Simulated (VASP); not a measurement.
Input of a VASP 6.6.1 run:

INCAR

```
PREC = Accurate
ENCUT = 520
EDIFF = 1E-7
ISMEAR = 0
SIGMA = 0.15
LREAL = F
LASPH = T
NELM = 60
ALGO = Normal
ISIF = 2
LWAVE = F
LCHARG = F
NBANDS = 12
```

The input KPOINTS:

```
regular mesh
0
Gamma
  22 22 22
```

File POSCAR:

```
Zn
1.0
   -1.5319444996      1.5319444996      1.5319444996
    1.5319444996     -1.5319444996      1.5319444996
    1.5319444996      1.5319444996     -1.5319444996
Zn
1
Direct
    0.0000000000      0.0000000000      0.0000000000
```

Potentials or basis: VASP PAW LDA potentials, release 64 (Zn).

Command:

```console
$ cat potpaw_LDA.64/Zn/POTCAR > POTCAR
$ mpirun -np 1 vasp_std > vasp.out
```

Q: Estimate the pressure.

A: -3.5 GPa.

Q: What does it give for the band gap on the k mesh?

A: Zero (band 6 reaches 7.64 eV, above the bottom of band 7 at 2.47 eV).
